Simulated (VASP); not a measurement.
# Hf (Fd-3m) in VASP: further runs

Hf is run at these levels: LDA; tasks: single point, relaxation of cell and atoms.

All numbers are computed with VASP 6.6.1; they aren't measurements. Logs are shortened: lines on timing, memory, paths and dates and some standing lists are left out, and cuts for length are marked.

### Step 1. The cell of the first run

The structure is cubic, space group Fd-3m (No. 227). The conventional cell has a = 6.226 Å, b = 6.226 Å, c = 6.226 Å, α = 90.00°, β = 90.00°, γ = 90.00°. Hf (site symmetry -43m) has 4 Hf at 2.70 Å within 3.6 Å.

### Step 2. Single point, LDA

INCAR

```
SYSTEM = Hf
ALGO = Normal
EDIFF = 1E-6
ENCUT = 520
GGA = CA
ISIF = 2
ISMEAR = -1
LASPH = .True.
LCHARG = .True.
LELF = .True.
LREAL = .False.
LVHAR = .True.
LWAVE = .False.
NBANDS = 17
NELM = 60
PREC = Accurate
SIGMA = 0.1
```

KPOINTS

```
k-points
0
Gamma
  10 10 10
  0 0 0
```

POSCAR

```
Hf
1.0
    0.0000000000      3.1128363335      3.1128363335
    3.1128363335      0.0000000000      3.1128363335
    3.1128363335      3.1128363335      0.0000000000
Hf
2
Direct
    0.1250000000      0.1250000000      0.1250000000
    0.8750000000      0.8750000000      0.8750000000
```

Potentials or basis: VASP PAW LDA potentials, release 64 (Hf_pv).

Launch:

```sh
cat potpaw_LDA.64/Hf_pv/POTCAR > POTCAR
mpirun -np 1 vasp_std > vasp.out
```

OUTCAR:

```text
SYSTEM = Hf
   EDIFF = 1E-6
   ENCUT = 520
   GGA = CA
   ISIF = 2
   ISMEAR = -1
   LASPH = .True.
   LREAL = .False.
   NELM = 60
   PREC = Accurate

 ion  position               nearest neighbor table
   1  0.125  0.125  0.125-   2 2.70   2 2.70   2 2.70   2 2.70
   2  0.875  0.875  0.875-   1 2.70   1 2.70   1 2.70   1 2.70

  LATTYP: Found a face centered cubic cell.
 ALAT       =     6.2256726670

  Lattice vectors:

 A1 = (   0.0000000000,   3.1128363335,   3.1128363335)
 A2 = (   3.1128363335,   0.0000000000,   3.1128363335)
 A3 = (   3.1128363335,   3.1128363335,   0.0000000000)

Analysis of symmetry for initial positions (statically):
=====================================================================
 Subroutine PRICEL returns:
 Original cell was already a primitive cell.

 Routine SETGRP: Setting up the symmetry group for a
 face centered cubic supercell.

 Subroutine GETGRP returns: Found 48 space group operations
 (whereof 12 operations were pure point group operations)
 out of a pool of 48 trial point group operations.

The static configuration has the point symmetry D_3d.
 The point group associated with its full space group is O_h .

Analysis of symmetry for dynamics (positions and initial velocities):
=====================================================================
 Subroutine PRICEL returns:
 Original cell was already a primitive cell.

 Routine SETGRP: Setting up the symmetry group for a
 face centered cubic supercell.

 Subroutine GETGRP returns: Found 48 space group operations
 (whereof 12 operations were pure point group operations)
 out of a pool of 48 trial point group operations.

The dynamic configuration has the point symmetry D_3d.
 The point group associated with its full space group is O_h .

 Subroutine INISYM returns: Found 48 space group operations
 (whereof 12 operations are pure point group operations),
 and found     1 'primitive' translations

----------------------------------------------------------------------------------------

                                     Primitive cell

  volume of cell :      60.3252

  direct lattice vectors                    reciprocal lattice vectors
     0.000000000  3.112836334  3.112836334    -0.160625213  0.160625213  0.160625213
     3.112836334  0.000000000  3.112836334     0.160625213 -0.160625213  0.160625213
     3.112836334  3.112836334  0.000000000     0.160625213  0.160625213 -0.160625213

  length of vectors
     4.402215360  4.402215360  4.402215360     0.278211030  0.278211030  0.278211030

  position of ions in fractional coordinates (direct lattice)
[... 75 lines left out ...]
   LSORBIT =      F    spin-orbit coupling
   LASPH  =      T    aspherical Exc in radial PAW
   ENCUT  =  520.0 eV  38.22 Ry    6.18 a.u.   8.19  8.19  8.19*2*pi/ulx,y,z
   NELM   =     60;   NELMIN=  2; NELMDL= -5     # of ELM steps
   EDIFF  = 0.1E-05   stopping-criterion for ELM
   LREAL  =      F    real-space projection
   EDIFFG = 0.1E-04   stopping-criterion for IOM
   NSW    =      0    number of steps for IOM
   IBRION =     -1    ionic relax: 0-MD 1-quasi-New 2-CG
   NFREE  =      0    steps in history (QN), initial steepest desc. (CG)
   ISIF   =      2    stress and relaxation
   ISYM   =      2    0-nonsym 1-usesym 2-fastsym
   POTIM  = 0.5000    time-step for ionic-motion
   TEBEG  =    0.0;   TEEND  =   0.0 temperature during run
   PSTRESS=    0.0 pullay stress
   NELECT =      20.0000    total number of electrons
   NUPDOWN=      -1.0000    fix difference up-down
   EMIN   =  10.00;   EMAX   =-10.00  energy-range for DOS
   EFERMI =   0.00;   METHOD = LEGACY
   ISMEAR =    -1;   SIGMA  =   0.10  broadening in eV -4-tet -1-fermi 0-gaus
   EFERMI_NEDOS =   21; number of points for ismear=-14 and -15
   IALGO  =     38    algorithm
   IMIX   =      4    mixing-type and parameters
     AMIX     =   0.40;   BMIX     =  1.00
     AMIX_MAG =   1.60;   BMIX_MAG =  1.00
  volume/ion in A,a.u.               =      30.16       203.55
  Fermi-wavevector in a.u.,A,eV,Ry     =   1.133057  2.141168 17.467416  1.283819
  Thomas-Fermi vector in A             =   2.269759
   LORBIT       =      0    0 simple, 1 ext, 2 COOP (PROOUT), +10 PAW based schemes
   GGA     = CA    functional components
   LHFCALC =     F    Hartree Fock is set to
   AEXX    =    0.0000 exact exchange contribution
   IVDW    =     0    specifies the selected vdW correction
   LEPSILON=     F    determine dielectric tensor
   LRPA    =     F    only Hartree local field effects (RPA)
 non-spin polarized calculation
  energy-cutoff  :      520.00
  volume of cell :       60.33
 maximum number of plane-waves:      1639
 NGX is ok and might be reduce to    36
   NGX = 17   NGY = 17   NGZ = 17

 number of electron      20.0000002 magnetization

 Free energy of the ion-electron system (eV)
  ---------------------------------------------------
  ext. energy  EPLUGINS =         0.00000000
  ---------------------------------------------------
  free energy    TOTEN  =       -16.01305194 eV

  energy without entropy =      -15.86710820  energy(sigma->0) =      -15.94008007

 E-fermi :   2.1657     XC(G=0):  -9.8425

 val. band max:        2.1639318068   @ k =   0.5000   0.3000   0.0000
 cond. band min:       2.1824654542   @ k =  -0.3000   0.2000   0.0000
 fundamental gap:      0.0185336474
 Fermi energy:         2.1657163981

 k-point     1 :       0.0000    0.0000    0.0000
  band No.  band energies     occupation
      1     -28.6297      2.00000
      2     -28.6297      2.00000
      3     -28.6297      2.00000
      4     -27.7476      2.00000
      5     -27.7476      2.00000
      6     -27.7476      2.00000
[... 457 lines left out ...]
      4     -27.9981      2.00000
      5     -27.5744      2.00000
      6     -27.5677      2.00000
[... 9 lines left out ...]
     16       6.1801      0.00000
     17       8.5793      0.00000

 [... further k-points ...]
[... 5 lines left out ...]
  --------------------------------------------------------------------------------------
  -------------------------------------------------------------------------------------
  Total       -0.0940282     -0.0940282     -0.0940282      0.0000000      0.0000000      0.0000000
  in kB       -2.4972943     -2.4972943     -2.4972943      0.0000000      0.0000000      0.0000000
  external PRESSURE =      -2.4972943 kB  Pullay stress =       0.0000000 kB

 VOLUME and BASIS-vectors are now :
 -----------------------------------------------------------------------------
  energy-cutoff  :      520.00
  volume of cell :       60.33
      direct lattice vectors                 reciprocal lattice vectors
     0.000000000  3.112836334  3.112836334    -0.160625213  0.160625213  0.160625213
     3.112836334  0.000000000  3.112836334     0.160625213 -0.160625213  0.160625213
     3.112836334  3.112836334  0.000000000     0.160625213  0.160625213 -0.160625213

 POSITION                                       TOTAL-FORCE (eV/Angst)
 -----------------------------------------------------------------------------------
      0.77821      0.77821      0.77821         0.000000     -0.000000      0.000000
      5.44746      5.44746      5.44746        -0.000000      0.000000     -0.000000
 -----------------------------------------------------------------------------------
    total drift:                                0.000000      0.000000      0.000000

  FREE ENERGIE OF THE ION-ELECTRON SYSTEM (eV)
  ---------------------------------------------------
  free  energy   TOTEN  =       -16.0130519412 eV

  energy  without entropy=      -15.8671082001  energy(sigma->0) =      -15.94008007
```

Run time: 27 s. Hardware: 1 thread of Intel Xeon 6975P-C (Granite Rapids), shared host; peak memory 0.18 GiB.

What came out:

| Item | Value |
| --- | --- |
| Free energy | -16.0131 eV |
| Pressure | -0.2 GPa |
| Band gap on the k mesh | zero (band 10 reaches 2.48 eV, above the bottom of band 11 at 1.88 eV) |

Levels at points of the mesh, in eV from the Fermi level:
```
           k point  band 7  band 8  band 9  band 10  band 11  band 12  band 13  band 14
(0.00, 0.00, 0.00)   -5.39   -0.60   -0.60     0.17     0.17     0.17     2.32     2.32
(0.50, 0.00, 0.00)   -2.96   -1.04   -0.53    -0.53     0.13     0.13     0.19     3.55
(0.50, 0.50, 0.00)   -1.69   -1.69   -0.84    -0.84     0.25     0.25     2.21     2.21
```

Caveat: spin-orbit coupling is left out, which moves the levels of the heavy elements.

(Part 1 of 2 ends here.)
